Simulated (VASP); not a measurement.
CaBe, 2 atoms in the cell. The structure is cubic, space group Pm-3m (No. 221). The conventional cell has a = 3.485 Å, b = 3.485 Å, c = 3.485 Å, α = 90.00°, β = 90.00°, γ = 90.00°. Within 4.0 Å of Ca (site symmetry m-3m) lie 8 Be at 3.02 Å and 6 Ca at 3.48 to 3.49 Å. Within 4.0 Å of Be (site symmetry m-3m) lie 8 Ca at 3.02 Å and 6 Be at 3.48 to 3.49 Å. 

| Property | Result |
| --- | --- |
| Program | VASP 6.6.1 |
| Task | single point |
| Functional | PBEsol |
| Potentials or basis | VASP PAW PBE potentials, release 64 (Ca_sv, Be) |
| Cutoff | 520 eV |
| k mesh | 12 × 12 × 12 |
| Occupations | fermi-dirac, width 0.15 eV |
| Spin | no spin polarisation |
| Dipole correction | no |
| Further INCAR settings | ALGO = Fast; EDIFF = 1e-07; NBANDS = 13 |

Potentials or basis: VASP PAW PBE potentials, release 64 (Ca_sv, Be).

The run is started by

```console
$ cat potpaw_PBE.64/Ca_sv/POTCAR potpaw_PBE.64/Be/POTCAR > POTCAR
$ mpirun -np 1 vasp_std > vasp.out
```

Hardware: 1 thread of Intel(R) Xeon(R) Platinum 8259CL CPU @ 2.50GHz (Skylake/Cascade Lake), on a shared host.

Question: Estimate the wall time of this run.

Answer: It took 2.5 min on 1 thread of Intel(R) Xeon(R) Platinum 8259CL CPU @ 2.50GHz (Skylake/Cascade Lake), with other jobs on the host, peak memory 0.24 GiB. Counts: scf iterations 17, k points 196.
